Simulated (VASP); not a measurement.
# AlN (P6_3mc) in VASP: notebook, part 2 of 2

VASP 6.6.1.

### Step 4. Single point, PBEsol

This run uses another cell than the first one, of 9.99 Å³/atom.

INCAR reads:

```
PREC = Accurate
ENCUT = 520
EDIFF = 1E-7
ISMEAR = 0
SIGMA = 0.01
LREAL = F
LASPH = T
NELM = 100
ALGO = Normal
ISIF = 2
LWAVE = F
LCHARG = T
GGA = PS
LELF = T
LVHAR = T
NBANDS = 16
```

KPOINTS reads:

```
regular mesh
0
Gamma
  8 8 6
```

POSCAR reads:

```
AlN
1.0
    3.0703823411      0.0000000000      0.0000000000
   -1.5351911706      2.6590291068      0.0000000000
    0.0000000000      0.0000000000      4.8962218272
Al N
2 2
Direct
    0.3333333333      0.6666666667     -0.0015250849
    0.6666666667      0.3333333333      0.4984749151
    0.3333333333      0.6666666667      0.3815250849
    0.6666666667      0.3333333333      0.8815250849
```

Potentials or basis: VASP PAW PBE potentials, release 64 (Al, N).

Run with:

```
cat potpaw_PBE.64/Al/POTCAR potpaw_PBE.64/N/POTCAR > POTCAR
mpirun -np 1 vasp_std > vasp.out
```

OUTCAR:

```text
PREC = Accurate
   ENCUT = 520
   EDIFF = 1E-7
   ISMEAR = 0
   LREAL = F
   LASPH = T
   NELM = 100
   ISIF = 2
   GGA = PS

 ion  position               nearest neighbor table
   1  0.333  0.667  0.998-   4 1.86   4 1.86   4 1.86   3 1.88   2 3.02   2 3.02   2 3.02   2 3.02
                             2 3.02   2 3.02
   2  0.667  0.333  0.498-   3 1.86   3 1.86   3 1.86   4 1.88   1 3.02   1 3.02   1 3.02   1 3.02
                             1 3.02   1 3.02
   3  0.333  0.667  0.382-   2 1.86   2 1.86   2 1.86   1 1.88
   4  0.667  0.333  0.882-   1 1.86   1 1.86   1 1.86   2 1.88

  LATTYP: Found a hexagonal cell.
 ALAT       =     3.0703823411
 C/A-ratio  =     1.5946619291

  Lattice vectors:

 A1 = (   3.0703823411,   0.0000000000,   0.0000000000)
 A2 = (  -1.5351911706,   2.6590291068,   0.0000000000)
 A3 = (   0.0000000000,   0.0000000000,   4.8962218272)

Analysis of symmetry for initial positions (statically):
=====================================================================
 Subroutine PRICEL returns:
 Original cell was already a primitive cell.

[... 172 lines left out ...]
  free energy    TOTEN  =       -31.25484695 eV

  energy without entropy =      -31.25484695  energy(sigma->0) =      -31.25484695

 E-fermi :   6.5909     XC(G=0): -11.3005

 val. band max:        6.5290959872   @ k =   0.0000   0.0000   0.0000
 cond. band min:      11.0195343222   @ k =   0.0000   0.0000   0.0000
 fundamental gap:      4.4904383350
 Fermi energy:         6.5908510659

 k-point     1 :       0.0000    0.0000    0.0000
  band No.  band energies     occupation
      1      -8.9447      2.00000
      2      -6.6025      2.00000
      3       0.2530      2.00000
      4       5.5776      2.00000
      5       5.5776      2.00000
      6       6.2526      2.00000
[... 433 lines left out ...]
      3       0.9995      2.00000
      4       1.6874      2.00000
      5       3.9839      2.00000
      6       4.7495      2.00000
[... 8 lines left out ...]
     15      19.1420      0.00000
     16      20.9560      0.00000

 [... further k-points ...]
[... 5 lines left out ...]
  --------------------------------------------------------------------------------------
  -------------------------------------------------------------------------------------
  Total        2.5082976      2.5082976      2.5093740     -0.0000000      0.0000000      0.0000000
  in kB      100.5340093    100.5340093    100.5771535     -0.0000000      0.0000000      0.0000000
  external PRESSURE =     100.5483907 kB  Pullay stress =       0.0000000 kB

 VOLUME and BASIS-vectors are now :
 -----------------------------------------------------------------------------
  energy-cutoff  :      520.00
  volume of cell :       39.97
      direct lattice vectors                 reciprocal lattice vectors
     3.070382341  0.000000000  0.000000000     0.325692337  0.188038558  0.000000000
    -1.535191171  2.659029107  0.000000000     0.000000000  0.376077117  0.000000000
     0.000000000  0.000000000  4.896221827     0.000000000  0.000000000  0.204239112

 POSITION                                       TOTAL-FORCE (eV/Angst)
 -----------------------------------------------------------------------------------
     -0.00000      1.77269      4.88875        -0.000000      0.000000     -0.000334
      1.53519      0.88634      2.44064         0.000000     -0.000000     -0.000334
     -0.00000      1.77269      1.86803         0.000000      0.000000      0.000334
      1.53519      0.88634      4.31614        -0.000000     -0.000000      0.000334
 -----------------------------------------------------------------------------------
    total drift:                                0.000000      0.000000      0.000174

  FREE ENERGIE OF THE ION-ELECTRON SYSTEM (eV)
  ---------------------------------------------------
  free  energy   TOTEN  =       -31.2548469507 eV

  energy  without entropy=      -31.2548469507  energy(sigma->0) =      -31.25484695
```

stdout:

```text
POSCAR found type information on POSCAR AlN
 POSCAR found :  2 types and       4 ions
 scaLAPACK will be used
 -----------------------------------------------------------------------------
|                                                                             |
|                                                                             |
|     You enforced a specific xc type in the INCAR file but a different       |
|     I HOPE YOU KNOW WHAT YOU ARE DOING!                                     |
|                                                                             |
 -----------------------------------------------------------------------------

 LDA part: xc-table for (Slater+PW92), standard interpolation
 POSCAR, INCAR and KPOINTS ok, starting setup
 FFT: planning ... GRIDC
 FFT: planning ... GRID_SOFT
 FFT: planning ... GRID
 WAVECAR not read
 entering main loop
```

Run time: 12 s. Hardware: 1 thread of Intel Xeon Platinum 8488C (Sapphire Rapids), shared host; peak memory 0.16 GiB.

Results:

```yaml
Free_energy: -31.2548 eV
Pressure: 10.1 GPa
Band_gap_on_the_k_mesh: 4.49 eV
```

Caveat: the cell stands under pressure; the PAW data sets were made with another functional, which shifts forces and pressure a little.

### Step 5. Single point, PBEsol

This run uses another cell than the first one, of 10.41 Å³/atom.

INCAR reads:

```
PREC = Accurate ; ENCUT = 520
EDIFF = 1E-6 ; ISMEAR = 0
SIGMA = 0.01 ; LREAL = F
LASPH = T ; NELM = 60
ALGO = Normal ; ISIF = 2
LWAVE = F ; LCHARG = F
GGA = PS ; NBANDS = 16
```

KPOINTS reads:

```
Automatic mesh
0
Gamma
  8 8 6
```

POSCAR reads:

```
AlN
1.0
    3.1091494918      0.0000000000      0.0000000000
   -1.5545747459      2.6926024441      0.0000000000
    0.0000000000      0.0000000000      4.9744451998
Al N
2 2
Direct
    0.3333333333      0.6666666667     -0.0010357506
    0.6666666667      0.3333333333      0.4989642494
    0.3333333333      0.6666666667      0.3810357506
    0.6666666667      0.3333333333      0.8810357506
```

Run with:

```
cat potpaw_PBE.64/Al/POTCAR potpaw_PBE.64/N/POTCAR > POTCAR
mpirun -np 1 vasp_std > vasp.out
```

Wall time 12 s (1 thread of Intel Xeon Platinum 8488C (Sapphire Rapids), shared host); peak memory 0.16 GiB.

It converged, with:

| Quantity | Value |
| --- | --- |
| Free energy | -31.3117 eV |
| Pressure | 0.9 GPa |
| Band gap on the k mesh | 4.15 eV |

Levels at points of the mesh, in eV from the valence-band top:
```
           k point  band 5  band 6  band 7  band 8  band 9  band 10  band 11  band 12
(0.00, 0.00, 0.00)   -0.88   -0.23   -0.23    0.00    4.15     6.58    10.53    11.05
(0.50, 0.00, 0.00)   -3.39   -2.13   -1.82   -0.71    5.68     5.68     8.11    10.19
(0.00, 0.00, 0.50)   -0.57   -0.57   -0.57   -0.57    6.40     6.40    10.23    10.23
(0.50, 0.00, 0.50)   -1.49   -1.49   -1.38   -1.38    5.19     5.19     9.15     9.15
```

Caveat: the PAW data sets were made with another functional, which shifts forces and pressure a little.

### Step 6. Summary

| cell | gap on the mesh (eV) | pressure (GPa) |
| --- | --- | --- |
| a = 3.052, b = 3.052, c = 4.857 Å, angles 90.0, 90.0, 120.0°, 4 atoms, atomic positions A | 4.66 | 15.1 |
| a = 3.082, b = 3.082, c = 4.921 Å, angles 90.0, 90.0, 120.0°, 4 atoms, atomic positions B | 4.38 | 7.0 |
| a = 3.070, b = 3.070, c = 4.896 Å, angles 90.0, 90.0, 120.0°, 4 atoms, atomic positions C | 4.49 | 10.1 |
| a = 3.109, b = 3.109, c = 4.974 Å, angles 90.0, 90.0, 120.0°, 4 atoms, atomic positions D | 4.15 | 0.9 |

Alike in all rows: task single point; level PBEsol; potentials or basis VASP PAW PBE potentials, release 64 (Al, N); no spin polarisation; k mesh 8 × 8 × 6; cutoff (eV) 520; smearing gaussian 0.01 eV.

Caveats: the PAW data sets were made with another functional, which shifts forces and pressure a little; the cell stands under pressure (at least some runs).

Absolute energies hang on the potentials; compare differences alone.
